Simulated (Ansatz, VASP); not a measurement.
# Two plane-wave programs on TiO2

File INCAR:

```
PREC     = Accurate       # precision mode
ENCUT    = 600            # plane-wave cutoff, eV
EDIFF    = 1E-7           # SCF threshold, eV
ISMEAR   = 0              # smearing method
SIGMA    = 0.02           # smearing width, eV
LREAL    = False          # projectors in reciprocal space
LASPH    = True           # aspherical terms in the spheres
NELM     = 150            # most SCF steps
ALGO     = Normal         # electronic algorithm
ISIF     = 3              # what is computed and relaxed
LWAVE    = False          # write WAVECAR
LCHARG   = False          # write CHGCAR
LMAXMIX  = 4              # l up to which the mixer works
LDAU     = True           # DFT+U
LDAUTYPE = 2            
LDAUL    = 2 -1           # shell
LDAUU    = 4 0            # U, eV
LDAUJ    = 0 0          
LDAUPRINT= 1            
GGA      = PE             # functional
IBRION   = 2              # ionic algorithm
NSW      = 100            # ionic steps
EDIFFG   = -0.005         # ionic threshold
```

The input KPOINTS:

```
Automatic mesh
0
Gamma
  6 6 10
```

File POSCAR:

```
TiO2
1.0
    4.6417050771      0.0000000000      0.0000000000
    0.0000000000      4.6417050771      0.0000000000
    0.0000000000      0.0000000000      3.0055525064
Ti O
2 4
Direct
    0.0000000000      0.0000000000      0.0000000000
    0.5000000000      0.5000000000      0.5000000000
    0.3057884322      0.3057884322      0.0000000000
    0.1942115678      0.8057884322      0.5000000000
    0.6942115678      0.6942115678      0.0000000000
    0.8057884322      0.1942115678      0.5000000000
```

Input for Ansatz:

```yaml
crystal:
  lattice:
    - [4.6417050771, 0.0, 0.0]
    - [0.0, 4.6417050771, 0.0]
    - [0.0, 0.0, 3.0055525064]
  atoms:
    - { symbol: Ti, position: [0.0, 0.0, 0.0] }
    - { symbol: Ti, position: [0.5, 0.5, 0.5] }
    - { symbol: O, position: [0.3057884322, 0.3057884322, 0.0] }
    - { symbol: O, position: [0.1942115678, 0.8057884322, 0.5] }
    - { symbol: O, position: [0.6942115678, 0.6942115678, 0.0] }
    - { symbol: O, position: [0.8057884322, 0.1942115678, 0.5] }
basis:
  ecutwfc: 420
kpoints:
  mp_grid: { grid: [6, 6, 10] }
hamiltonian:
  xc: pbe
  hubbard: { sites: [{ species: Ti, l: d, u_eff: 4.0 }] }
scf:
  occupations: { method: gaussian, width: 0.02 }
output:
  forces: true
  stress: true
  eigenvalues: true
relax:
  adjacent_minimum: "off"
  f_tol: 0.005
  max_steps: 80
  cell: { stress_tol: 0.05 }
```

Alike in both runs: task relaxation of cell and atoms; functional PBE; k mesh 6 × 6 × 10; occupations gaussian, width 0.02 eV; no spin polarisation; Hubbard terms Ti d U = 4.0 eV.

```csv
,VASP,Ansatz
version,VASP 6.6.1,Ansatz 0.2.0
potentials or method,"VASP PAW PBE potentials, release 64 (Ti_sv, O), cutoff 600 eV","scalar-relativistic, plane waves, PAW"
valence electrons in the cell,48,48
```

```csv
,VASP,Ansatz,Ansatz less VASP
"gap on the k mesh at the Fermi level, each at its own relaxed structure (eV)",2.25,2.26,+0.017
relaxed volume (Å³/atom),10.96,10.79,-0.171
relaxed cell length with the largest relative difference (Å),4.667,4.640,-0.0267
```

The programs project onto different local orbitals, so the same U acts differently, and such runs can settle in different states.
